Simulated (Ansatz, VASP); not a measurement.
# F in VASP and in Ansatz

```
CELL_PARAMETERS angstrom
2.53664 -1.45487 -0.00650
2.53664 1.45487 -0.00650
-2.02808 0.00000 6.61201
ATOMIC_POSITIONS crystal
F 0.50740 0.50740 0.40059
F 0.08899 0.08899 0.09911
F 0.49260 0.49260 0.59941
F 0.91101 0.91101 0.90089
```

Change from the starting cell: hydrostatic strain -2.5%.

Alike in both runs: task single point; functional r2SCAN; k mesh 10 × 10 × 4; no spin polarisation.

```csv
,VASP,Ansatz
version,VASP 6.6.1,Ansatz 0.2.0
potentials or method,"VASP PAW PBE potentials, release 64 (F)","plane waves, PAW"
plane-wave cutoff (eV),520,500
occupations,"gaussian, width 0.01 eV",fixed
valence electrons in the cell,28,28
```

```csv
,VASP,Ansatz,Ansatz less VASP
gap on the k mesh at the Fermi level (eV),3.33,3.42,+0.089
pressure (GPa),2.9,1.9,-0.98
"traceless stress, the component that is largest in VASP (GPa)",2.94,0.07,-2.875
rms of the force components (eV/Å),0.316,0.021,-0.2943
```

VASP's potentials were made for PBE, not for r2SCAN. Atom by atom the forces differ by 0.337 eV/Å (rms over components).
